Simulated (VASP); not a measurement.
A run of VASP 6.6.1 is set up as follows.

INCAR

```
PREC     = Accurate       # precision mode
ENCUT    = 520            # plane-wave cutoff, eV
EDIFF    = 1E-6           # SCF threshold, eV
ISMEAR   = 0              # smearing method
SIGMA    = 0.1            # smearing width, eV
LREAL    = False          # projectors in reciprocal space
LASPH    = True           # aspherical terms in the spheres
NELM     = 100            # most SCF steps
ALGO     = Normal         # electronic algorithm
ISIF     = 2              # what is computed and relaxed
LWAVE    = False          # write WAVECAR
LCHARG   = False          # write CHGCAR
LDIPOL   = True         
IDIPOL   = 3            
DIPOL    = 0.5 0.5 0.500
GGA      = PE             # functional
IBRION   = 2              # ionic algorithm
NSW      = 70             # ionic steps
EDIFFG   = -0.03          # ionic threshold
```

File KPOINTS:

```
Automatic mesh
0
Gamma
  11 11 1
```

File POSCAR:

```
Cu
1.0
    2.5659772323      0.0000000000      0.0000000000
    0.0000000000      2.5659772323      0.0000000000
    0.0000000000      0.0000000000     17.6288398027
Cu
3
Selective dynamics
Direct
    0.5000000000      0.5000000000      0.3970766130  F F F
    0.0000000000      0.0000000000      0.5000000000  T T T
    0.5000000000      0.5000000000      0.6029233870  T T T
```

Potentials or basis: VASP PAW PBE potentials, release 64 (Cu).

Command:

```bash
$ cat potpaw_PBE.64/Cu/POTCAR > POTCAR
$ mpirun -np 1 vasp_std > vasp.out
```

Q: What does it give for the band gap on the k mesh?

A: Zero (an odd number of electrons rules out a gap without spin polarisation).

Q: Predict the energy gained by relaxing.

A: 2.7 meV/atom.

Step by step:
| step | energy change (eV) | largest force on free atoms (eV/Å) | pressure (GPa) |
| --- | --- | --- | --- |
| 1 | 0.0000 | 0.1854 | -1.69 |
| 2 | -0.0015 | 0.1524 | -1.62 |
| 3 | -0.0041 | 0.1111 | -1.41 |
| 4 | -0.0022 | 0.2944 | -1.00 |
| 5 | -0.0045 | 0.1615 | -1.28 |
| 6 | -0.0061 | 0.1217 | -1.28 |
| 7 | -0.0082 | 0.0068 | -1.02 |
